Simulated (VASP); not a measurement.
A run of VASP 6.6.1 is set up as follows.

File INCAR:

```
ALGO     = Normal         # electronic algorithm
EDIFF    = 1E-6           # SCF threshold, eV
ENCUT    = 520            # plane-wave cutoff, eV
GGA      = PS             # functional
ISIF     = 2              # what is computed and relaxed
ISMEAR   = 0              # smearing method
LASPH    = True           # aspherical terms in the spheres
LCHARG   = False          # write CHGCAR
LREAL    = Auto         
LWAVE    = False          # write WAVECAR
NBANDS   = 108            # bands
NELM     = 100            # most SCF steps
PREC     = Accurate       # precision mode
SIGMA    = 0.1            # smearing width, eV
```

The input KPOINTS:

```
k-points
0
Gamma
  3 3 1
```

The input POSCAR:

```
Cu16NO
1.0
    5.1053110000      0.0000000000      0.0000000000
    0.0000000000      5.1053110000      0.0000000000
    0.0000000000      0.0000000000     17.4150000000
Cu N O
16 1 1
Direct
    0.2500000000      0.2500000000      0.0574217600
    0.7499999900      0.2500000000      0.0574217600
    0.2500000000      0.7499999900      0.0574217600
    0.7499999900      0.7499999900      0.0574217600
    0.0025203260     -0.0023346015      0.1549860235
    0.4974262380     -0.0023240475      0.1549836860
    0.0025153270      0.5023732968      0.1549846548
    0.4974316124      0.5023621343      0.1549805495
    0.2499440576      0.2500482428      0.2577020245
    0.7499417094      0.2500393225      0.2519244148
    0.2498997055      0.7500452045      0.2622525297
    0.7498880584      0.7500374981      0.2555794060
    0.0068491940      0.0136420642      0.3635148605
    0.4929231958      0.0136149287      0.3635221210
    0.0068496282      0.4864902789      0.3635113119
    0.4929350057      0.4865055274      0.3635170681
    0.7498990158      0.7500678535      0.3676122100
    0.7498583792      0.2500588843      0.4153760838
```

Potentials or basis: VASP PAW PBE potentials, release 64 (Cu, N, O).

Command:

```bash
$ cat potpaw_PBE.64/Cu/POTCAR potpaw_PBE.64/N/POTCAR potpaw_PBE.64/O/POTCAR > POTCAR
$ mpirun -np 1 vasp_std > vasp.out
```

(1) Predict the band gap on the k mesh.

(2) What does it give for the largest force?

Results:

(1) zero (an odd number of electrons rules out a gap without spin polarisation).

(2) 0.128 eV/Å.

Caveat: the k points lie up to 0.41 Å⁻¹ apart, too coarse for converged energies and pressures of a metal; there is no dipole correction, which matters where the two faces differ; the PAW data sets were made with another functional, which shifts forces and pressure a little; an odd number of electrons without spin polarisation forces a metal; a magnetic or distorted state may lie lower.
